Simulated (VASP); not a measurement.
Here is a VASP 6.6.1 calculation.

File POSCAR:

```
LiBr
1.0
    0.0000000000      2.7395485832      2.7395485832
    2.7395485832      0.0000000000      2.7395485832
    2.7395485832      2.7395485832      0.0000000000
Li Br
1 1
Direct
    0.0000000000      0.0000000000      0.0000000000
    0.5000000000      0.5000000000      0.5000000000
```

INCAR.step1

```
SYSTEM = LiBr
ALGO = Normal ; EDIFF = 1E-5
ENCUT = 830 ; GGA = PE
GGA_COMPAT = .False. ; ISMEAR = 0
LASPH = .True. ; LCHARG = .False.
LREAL = .False. ; LWAVE = .True.
NBANDS = 12 ; NELM = 120
PREC = Accurate ; SIGMA = 0.01
```

File INCAR.step2:

```
SYSTEM = LiBr
ALGO = Normal ; EDIFF = 1E-6
ENCUT = 830 ; GGA_COMPAT = .False.
ISIF = 2 ; ISMEAR = 0
ISTART = 1 ; LASPH = .True.
LCHARG = .False. ; LMIXTAU = .True.
LREAL = .False. ; LWAVE = .False.
METAGGA = R2SCAN ; NBANDS = 12
NELM = 120 ; PREC = Accurate
SIGMA = 0.01
```

The input KPOINTS:

```
k-points
0
Gamma
  6 6 6
  0 0 0
```

Potentials or basis: VASP PAW PBE potentials, release 64 (Li_sv, Br).

The run is started by

```bash
$ cat potpaw_PBE.64/Li_sv/POTCAR potpaw_PBE.64/Br/POTCAR > POTCAR
$ cp INCAR.step1 INCAR
$ mpirun -np 1 vasp_std > vasp.out
$ cp INCAR.step2 INCAR
$ mpirun -np 1 vasp_std > vasp.out
```

Estimate the pressure.

-0.4 GPa.

Predict the band gap on the k mesh.

5.93 eV.

Caveat: the PAW data sets were made with another functional, which shifts forces and pressure a little. A k mesh can miss the band edges.
